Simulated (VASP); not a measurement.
# GaSb3 (Pm-3m) in VASP: single point with PBEsol

Aim: the single point of GaSb3 with PBEsol.

Everything below comes from runs of VASP 6.6.1. Logs are shortened: lines on timing, memory, paths and dates and some standing lists are left out, and cuts for length are marked.

### Step 1. The cell of the first run

Symmetry: Pm-3m, No. 221, cubic system. Conventional cell: a = 4.885 Å, b = 4.885 Å, c = 4.885 Å, α = 90.00°, β = 90.00°, γ = 90.00°. Within 4.5 Å of Ga (site symmetry m-3m) lie 12 Sb at 3.45 Å. Within 4.5 Å of Sb (site symmetry 4/mmm) lie 4 Ga at 3.45 Å and 8 Sb at 3.45 Å.

### Step 2. Single point, PBEsol (In replaced by Ga, lengths x 0.979, strained)

The input, INCAR:

```
  PREC = Accurate
  ENCUT = 520
  EDIFF = 1E-6
  ISMEAR = 0
  SIGMA = 0.1
  LREAL = False
  LASPH = True
  NELM = 80
  ALGO = Normal
  ISIF = 2
  LWAVE = False
  LCHARG = False
  GGA = PS
  NBANDS = 22
```

The input, KPOINTS:

```
regular mesh
0
Gamma
  10 10 10
```

The input, POSCAR:

```
GaSb3
1.0
    4.8854847877      0.0000000000      0.0000000000
    0.0000000000      4.8854847877      0.0000000000
    0.0000000000      0.0000000000      4.8854847877
Ga Sb
1 3
Direct
    0.0000000000      0.0000000000      0.0000000000
    0.5000000000      0.0000000000      0.5000000000
    0.0000000000      0.5000000000      0.5000000000
    0.5000000000      0.5000000000      0.0000000000
```

Potentials or basis: VASP PAW PBE potentials, release 64 (Ga_d, Sb).

The run is started by

```sh
$ cat potpaw_PBE.64/Ga_d/POTCAR potpaw_PBE.64/Sb/POTCAR > POTCAR
$ mpirun -np 1 vasp_std > vasp.out
```

OUTCAR:

```text
PREC = Accurate
   ENCUT = 520
   EDIFF = 1E-6
   ISMEAR = 0
   LREAL = False
   LASPH = True
   NELM = 80
   ISIF = 2
   GGA = PS

 ion  position               nearest neighbor table
   1  0.000  0.000  0.000-
   2  0.500  0.000  0.500-   3 3.45   4 3.45   4 3.45   3 3.45   4 3.45   4 3.45   3 3.45   3 3.45

   3  0.000  0.500  0.500-   2 3.45   4 3.45   4 3.45   2 3.45   2 3.45   4 3.45   4 3.45   2 3.45

   4  0.500  0.500  0.000-   2 3.45   3 3.45   2 3.45   3 3.45   2 3.45   2 3.45   3 3.45   3 3.45

  LATTYP: Found a simple cubic cell.
 ALAT       =     4.8854847877

  Lattice vectors:

 A1 = (   4.8854847877,   0.0000000000,   0.0000000000)
 A2 = (   0.0000000000,   4.8854847877,   0.0000000000)
 A3 = (   0.0000000000,   0.0000000000,   4.8854847877)

Analysis of symmetry for initial positions (statically):
=====================================================================
 Subroutine PRICEL returns:
 Original cell was already a primitive cell.

 Routine SETGRP: Setting up the symmetry group for a
 simple cubic supercell.

 Subroutine GETGRP returns: Found 48 space group operations
 (whereof 48 operations were pure point group operations)
 out of a pool of 48 trial point group operations.

The static configuration has the point symmetry O_h .

Analysis of symmetry for dynamics (positions and initial velocities):
=====================================================================
 Subroutine PRICEL returns:
 Original cell was already a primitive cell.

 Routine SETGRP: Setting up the symmetry group for a
 simple cubic supercell.

 Subroutine GETGRP returns: Found 48 space group operations
 (whereof 48 operations were pure point group operations)
 out of a pool of 48 trial point group operations.

The dynamic configuration has the point symmetry O_h .

 Subroutine INISYM returns: Found 48 space group operations
 (whereof 48 operations are pure point group operations),
 and found     1 'primitive' translations

----------------------------------------------------------------------------------------

                                     Primitive cell

  volume of cell :     116.6066

  direct lattice vectors                    reciprocal lattice vectors
     4.885484788  0.000000000  0.000000000     0.204687977  0.000000000  0.000000000
     0.000000000  4.885484788  0.000000000     0.000000000  0.204687977  0.000000000
     0.000000000  0.000000000  4.885484788     0.000000000  0.000000000  0.204687977

  length of vectors
     4.885484788  4.885484788  4.885484788     0.204687977  0.204687977  0.204687977

  position of ions in fractional coordinates (direct lattice)
     0.000000000  0.000000000  0.000000000
     0.500000000  0.000000000  0.500000000
     0.000000000  0.500000000  0.500000000
     0.500000000  0.500000000  0.000000000

  ion indices of the primitive-cell ions
   primitive index   ion index
                 1           1
                 2           2
                 3           3
                 4           4

----------------------------------------------------------------------------------------

 KPOINTS: regular mesh

Automatic generation of k-mesh.
 Grid dimensions read from file:
 generate k-points for:   10   10   10

 Generating k-lattice:

  Cartesian coordinates                     Fractional coordinates (reciprocal lattice)
     0.020468798  0.000000000  0.000000000     0.100000000  0.000000000  0.000000000
     0.000000000  0.020468798  0.000000000     0.000000000  0.100000000  0.000000000
     0.000000000  0.000000000  0.020468798     0.000000000  0.000000000  0.100000000

  Length of vectors
     0.020468798  0.020468798  0.020468798

  Shift w.r.t. Gamma in fractional coordinates (k-lattice)
     0.000000000  0.000000000  0.000000000

 Subroutine IBZKPT returns following result:
 ===========================================

 Found     56 irreducible k-points:

 Following reciprocal coordinates:
            Coordinates               Weight
  0.000000  0.000000  0.000000      1.000000
  0.100000  0.000000  0.000000      6.000000
  0.200000  0.000000  0.000000      6.000000
  0.300000  0.000000  0.000000      6.000000
  0.400000  0.000000  0.000000      6.000000
  0.500000  0.000000  0.000000      3.000000
[... 16 lines left out ...]
  0.200000  0.100000  0.100000     24.000000
  0.300000  0.100000  0.100000     24.000000
 [... further k-points ...]
   k-points           NKPTS =     56   k-points in BZ     NKDIM =     56   number of bands    NBANDS=     22
   number of dos      NEDOS =    301   number of ions     NIONS =      4
   total plane-waves  NPLWV =  46656
   dimension x,y,z NGX =    36 NGY =   36 NGZ =   36
   dimension x,y,z NGXF=    72 NGYF=   72 NGZF=   72
   ions per type =               1   3
   NGX,Y,Z   is equivalent  to a cutoff of  12.25, 12.25, 12.25 a.u.
   NGXF,Y,Z  is equivalent  to a cutoff of  24.50, 24.50, 24.50 a.u.
 SYSTEM =  unknown system
   PREC   = accura    normal or accurate (medium, high low for compatibility)
   ISTART =      0    job   : 0-new  1-cont  2-samecut
   ICHARG =      2    charge: 1-file 2-atom 10-const
   ISPIN  =      1    spin polarized calculation?
   LNONCOLLINEAR =      F non collinear calculations
   LSORBIT =      F    spin-orbit coupling
   LASPH  =      T    aspherical Exc in radial PAW
   ENCUT  =  520.0 eV  38.22 Ry    6.18 a.u.   9.08  9.08  9.08*2*pi/ulx,y,z
   NELM   =     80;   NELMIN=  2; NELMDL= -5     # of ELM steps
   EDIFF  = 0.1E-05   stopping-criterion for ELM
   LREAL  =      F    real-space projection
   EDIFFG = 0.1E-04   stopping-criterion for IOM
   NSW    =      0    number of steps for IOM
   IBRION =     -1    ionic relax: 0-MD 1-quasi-New 2-CG
   NFREE  =      0    steps in history (QN), initial steepest desc. (CG)
   ISIF   =      2    stress and relaxation
   ISYM   =      2    0-nonsym 1-usesym 2-fastsym
   POTIM  = 0.5000    time-step for ionic-motion
   TEBEG  =    0.0;   TEEND  =   0.0 temperature during run
   PSTRESS=    0.0 pullay stress
   NELECT =      28.0000    total number of electrons
   NUPDOWN=      -1.0000    fix difference up-down
   EMIN   =  10.00;   EMAX   =-10.00  energy-range for DOS
   EFERMI =   0.00;   METHOD = LEGACY
   ISMEAR =     0;   SIGMA  =   0.10  broadening in eV -4-tet -1-fermi 0-gaus
   EFERMI_NEDOS =   21; number of points for ismear=-14 and -15
   IALGO  =     38    algorithm
   IMIX   =      4    mixing-type and parameters
     AMIX     =   0.40;   BMIX     =  1.00
     AMIX_MAG =   1.60;   BMIX_MAG =  1.00
  volume/ion in A,a.u.               =      29.15       196.72
  Fermi-wavevector in a.u.,A,eV,Ry     =   1.017544  1.922879 14.087414  1.035396
  Thomas-Fermi vector in A             =   2.150951
   LORBIT       =      0    0 simple, 1 ext, 2 COOP (PROOUT), +10 PAW based schemes
   GGA     = PS    functional components
   LHFCALC =     F    Hartree Fock is set to
   AEXX    =    0.0000 exact exchange contribution
   IVDW    =     0    specifies the selected vdW correction
   LEPSILON=     F    determine dielectric tensor
   LRPA    =     F    only Hartree local field effects (RPA)
 non-spin polarized calculation
 Gauss-broadening in eV      SIGMA  =   0.10
  energy-cutoff  :      520.00
  volume of cell :      116.61
 maximum number of plane-waves:      3178
   NGX = 19   NGY = 19   NGZ = 19

 number of electron      28.0000022 magnetization

 Free energy of the ion-electron system (eV)
  ---------------------------------------------------
  ext. energy  EPLUGINS =         0.00000000
  ---------------------------------------------------
  free energy    TOTEN  =       -15.94329276 eV

  energy without entropy =      -15.93128163  energy(sigma->0) =      -15.93728720

 E-fermi :   6.0312     XC(G=0):  -9.7906

 val. band max:        6.0258378811   @ k =   0.2000   0.0000   0.0000
 cond. band min:       6.0321965995   @ k =   0.3000   0.1000   0.0000
 fundamental gap:      0.0063587184
 Fermi energy:         6.0312367506

 k-point     1 :       0.0000    0.0000    0.0000
  band No.  band energies     occupation
      1      -8.7069      2.00000
      2      -8.7069      2.00000
      3      -8.7042      2.00000
      4      -8.7042      2.00000
      5      -8.7042      2.00000
      6      -5.6303      2.00000
[... 14 lines left out ...]
     21      10.7903      0.00000
     22      11.2691      0.00000

 k-point     2 :       0.1000    0.0000    0.0000
  band No.  band energies     occupation
      1      -8.7068      2.00000
      2      -8.7066      2.00000
      3      -8.7045      2.00000
      4      -8.7045      2.00000
      5      -8.7042      2.00000
      6      -5.5735      2.00000
[... 14 lines left out ...]
     21      11.1605      0.00000
     22      11.3213      0.00000

 k-point     3 :       0.2000    0.0000    0.0000
  band No.  band energies     occupation
      1      -8.7065      2.00000
      2      -8.7056      2.00000
      3      -8.7051      2.00000
      4      -8.7051      2.00000
      5      -8.7042      2.00000
      6      -5.4051      2.00000
[... 14 lines left out ...]
     21      11.1213      0.00000
     22      11.1214      0.00000

 k-point     4 :       0.3000    0.0000    0.0000
  band No.  band energies     occupation
      1      -8.7062      2.00000
      2      -8.7058      2.00000
      3      -8.7058      2.00000
      4      -8.7045      2.00000
      5      -8.7042      2.00000
      6      -5.1328      2.00000
[... 14 lines left out ...]
     21      10.4748      0.00000
     22      11.5535      0.00000

 k-point     5 :       0.4000    0.0000    0.0000
  band No.  band energies     occupation
      1      -8.7065      2.00000
      2      -8.7065      2.00000
      3      -8.7059      2.00000
      4      -8.7042      2.00000
      5      -8.7036      2.00000
      6      -4.7870      2.00000
[... 417 lines left out ...]
 k-point    22 :       0.1000    0.1000    0.1000
  band No.  band energies     occupation
      1      -8.7062      2.00000
      2      -8.7062      2.00000
      3      -8.7048      2.00000
      4      -8.7047      2.00000
      5      -8.7047      2.00000
      6      -5.4603      2.00000
[... 14 lines left out ...]
     21      11.1490      0.00000
     22      11.1490      0.00000

 k-point    23 :       0.2000    0.1000    0.1000
  band No.  band energies     occupation
      1      -8.7060      2.00000
      2      -8.7055      2.00000
      3      -8.7053      2.00000
      4      -8.7052      2.00000
      5      -8.7047      2.00000
      6      -5.2925      2.00000
[... 14 lines left out ...]
     21      11.2923      0.00000
     22      11.3910      0.00000

 k-point    24 :       0.3000    0.1000    0.1000
  band No.  band energies     occupation
      1      -8.7063      2.00000
      2      -8.7062      2.00000
      3      -8.7055      2.00000
      4      -8.7047      2.00000
      5      -8.7041      2.00000
      6      -5.0214      2.00000
[... 14 lines left out ...]
     21      10.8754      0.00000
     22      11.7383      0.00000

 [... further k-points ...]
[... 5 lines left out ...]
  --------------------------------------------------------------------------------------
  -------------------------------------------------------------------------------------
  Total       -4.8496572     -4.8496572     -4.8496572     -0.0000000     -0.0000000     -0.0000000
  in kB      -66.6344211    -66.6344211    -66.6344211     -0.0000000     -0.0000000     -0.0000000
  external PRESSURE =     -66.6344211 kB  Pullay stress =       0.0000000 kB

 VOLUME and BASIS-vectors are now :
 -----------------------------------------------------------------------------
  energy-cutoff  :      520.00
  volume of cell :      116.61
      direct lattice vectors                 reciprocal lattice vectors
     4.885484788  0.000000000  0.000000000     0.204687977  0.000000000  0.000000000
     0.000000000  4.885484788  0.000000000     0.000000000  0.204687977  0.000000000
     0.000000000  0.000000000  4.885484788     0.000000000  0.000000000  0.204687977

 POSITION                                       TOTAL-FORCE (eV/Angst)
 -----------------------------------------------------------------------------------
      0.00000      0.00000      0.00000         0.000000      0.000000      0.000000
      2.44274      0.00000      2.44274         0.000000      0.000000      0.000000
      0.00000      2.44274      2.44274         0.000000      0.000000      0.000000
      2.44274      2.44274      0.00000         0.000000      0.000000      0.000000
 -----------------------------------------------------------------------------------
    total drift:                               -0.000000     -0.000000     -0.000000

  FREE ENERGIE OF THE ION-ELECTRON SYSTEM (eV)
  ---------------------------------------------------
  free  energy   TOTEN  =       -15.9432927646 eV

  energy  without entropy=      -15.9312816307  energy(sigma->0) =      -15.93728720
```

It used 340 s of CPU time on 1 thread of AMD EPYC 7R13 Processor (Zen 3), with other jobs on the host.

What came out:

```yaml
Free_energy: -15.9433 eV
Pressure: -6.7 GPa
Band_gap_on_the_k_mesh: zero (band 14 reaches 9.39 eV, above the bottom of band 15 at 5.12 eV)
```

Caveat: the cell differs from its parent crystal (In replaced by Ga, lengths x 0.979, strained); the PAW data sets were made with another functional, which shifts forces and pressure a little; spin-orbit coupling is left out, which moves the levels of the heavy elements.
